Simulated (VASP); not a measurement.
Set up this calculation in VASP 6.6.1, as the native input.

- Task: single point
- Functional: PBE
- Potentials or basis: VASP PAW PBE potentials, release 64 (Y_sv, Ga_d, As)
- Cutoff: 520 eV
- k mesh: 3 × 3 × 6
- Occupations: gaussian, width 0.1 eV
- Spin: no spin polarisation
- Dipole correction: no
- Further INCAR settings: ALGO = Normal; EDIFF = 1e-06; NBANDS = 35

The structure of YGa2As3 lies in POSCAR:

```
YGa2As3
1.0
    6.4662886300      0.0000000000      0.0000000000
   -3.2331443100      5.5999702200      0.0000000000
    0.0000000000      0.0000000000      3.5684642700
Y Ga As
1 2 3
Direct
    0.0000000000      0.0000000000      0.0000000000
    0.3333333300      0.6666666700      0.0000000000
    0.6666666700      0.3333333300      0.0000000000
    0.5000000000      0.0000000000      0.5000000000
    0.5000000000      0.5000000000      0.5000000000
    0.0000000000      0.5000000000      0.5000000000
```

The cell was built from a structure type or drawn by symmetry, and may not be a known phase.

One way to write it, as run:

INCAR

```
PREC = Accurate
ENCUT = 520
EDIFF = 1E-6
ISMEAR = 0
SIGMA = 0.1
LREAL = False
LASPH = True
NELM = 100
ALGO = Normal
ISIF = 2
LWAVE = False
LCHARG = True
GGA = PE
LELF = True
LVHAR = True
NBANDS = 35
```

KPOINTS

```
Automatic mesh
0
Gamma
  3 3 6
```

Potentials or basis: VASP PAW PBE potentials, release 64 (Y_sv, Ga_d, As).

Launch:

```sh
$ cat potpaw_PBE.64/Y_sv/POTCAR potpaw_PBE.64/Ga_d/POTCAR potpaw_PBE.64/As/POTCAR > POTCAR
$ mpirun -np 1 vasp_std > vasp.out
```

Results of the run:

```json
{
 "Pressure": "2.6 GPa",
 "Band gap on the k mesh": "zero (bands 26 and 27 overlap by 1.58 eV)"
}
```

Caveat: the k points lie up to 0.37 Å⁻¹ apart, too coarse for converged energies and pressures of a metal.

Run time: 43 s on 1 thread of AMD EPYC 7R13 Processor (Zen 3) (shared host), peak memory 0.25 GiB.
